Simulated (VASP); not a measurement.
The system is CoH4.

```
Co H
1.0
     3.86911    0.00000    0.00000
     0.00000    3.86911    0.00000
     0.00000    0.00000    3.06156
Co H
1 4
Direct
  0.00000 0.00000 0.00000
  0.50000 0.50000 0.80786
  0.50000 0.50000 0.19214
  0.00000 0.50000 0.40402
  0.50000 0.00000 0.59598
```

The cell was built from a structure type or drawn by symmetry, and may not be a known phase.

```yaml
Program: VASP 6.6.1
Task: relaxation of cell and atoms
Functional: PBE
Potentials_or_basis: VASP PAW PBE potentials, release 64 (Co, H)
Cutoff: 600 eV
k_mesh: 4 × 4 × 6
Occupations: gaussian, width 0.1 eV
Spin: collinear spin, ferromagnetic start
Starting_moments: "[3.0, 0.0, 0.0, 0.0, 0.0] μB"
```

At the start: pressure -21.2 GPa; volume 9.17 Å³/atom.

Problem. Where does the relaxation end?

Solution. Over 24 steps the energy falls by 606.7 meV/atom and the volume is 4.69 Å³/atom (-48.8 %); space group P-4m2 (No. 115, to 0.1 Å) before, P4/mmm (No. 123, to 0.1 Å); moment 1.18 μB per cell.

Step by step:
| step | energy change (eV) | largest force (eV/Å) | pressure (GPa) | volume (Å³) |
| --- | --- | --- | --- | --- |
| 1 | 0.0000 | 3.3361 | -21.22 | 45.83 |
| 2 | -2.0076 | 0.7122 | -14.95 | 38.21 |
| 3 | -2.0995 | 2.4071 | -11.20 | 36.65 |
| 4 | -2.1036 | 1.4430 | -12.27 | 37.04 |
| 5 | -2.4926 | 0.1296 | -12.76 | 32.95 |
| 6 | -2.7419 | 1.3816 | -8.33 | 28.20 |
| 7 | -2.6997 | 2.4094 | 11.54 | 24.39 |
| 8 | -2.8220 | 0.2489 | -0.86 | 26.37 |
| 9 | -2.8221 | 0.2504 | -0.63 | 26.32 |
| 10 | -2.8418 | 0.2521 | -0.26 | 26.06 |
| 11 | -2.8834 | 0.2149 | 0.96 | 25.28 |
| 12 | -2.9566 | 0.4152 | 4.11 | 23.66 |
| 13 | -2.8171 | 1.4960 | 22.64 | 20.33 |
| 14 | -2.9806 | 0.7182 | 6.68 | 22.87 |
| 15 | -2.9684 | 0.9528 | 11.76 | 21.85 |
| 16 | -2.9831 | 0.8164 | 8.70 | 22.42 |
| 17 | -2.9948 | 0.5541 | 8.10 | 22.38 |
| 18 | -3.0096 | 0.0495 | 6.43 | 22.25 |
| 19 | -3.0097 | 0.0819 | 6.27 | 22.24 |
| 20 | -3.0138 | 0.0961 | 5.68 | 22.34 |
| 21 | -3.0237 | 0.0998 | 3.88 | 22.66 |
| 22 | -3.0333 | 0.0716 | 0.54 | 23.30 |
| 23 | -3.0336 | 0.0637 | -0.14 | 23.44 |
| 24 | -3.0337 | 0.0291 | 0.06 | 23.44 |

Final structure:
```cif
data_structure
_symmetry_space_group_name_H-M 'P 1'
_symmetry_Int_Tables_number 1
_cell_length_a 2.9573
_cell_length_b 2.9573
_cell_length_c 2.6807
_cell_angle_alpha 90.000
_cell_angle_beta 90.000
_cell_angle_gamma 90.000
_cell_volume 23.44
loop_
_atom_site_label
_atom_site_type_symbol
_atom_site_fract_x
_atom_site_fract_y
_atom_site_fract_z
_atom_site_occupancy
Co1 Co 0.00000 0.00000 0.00000 1
H1 H 0.50000 0.50000 0.85034 1
H2 H 0.50000 0.50000 0.14966 1
H3 H 0.00000 0.50000 0.48670 1
H4 H 0.50000 0.00000 0.51330 1
```

Caveat: the k points lie up to 0.53 Å⁻¹ apart in the final cell; the volume moved by over 15 % at a fixed basis, so the end points are rough.
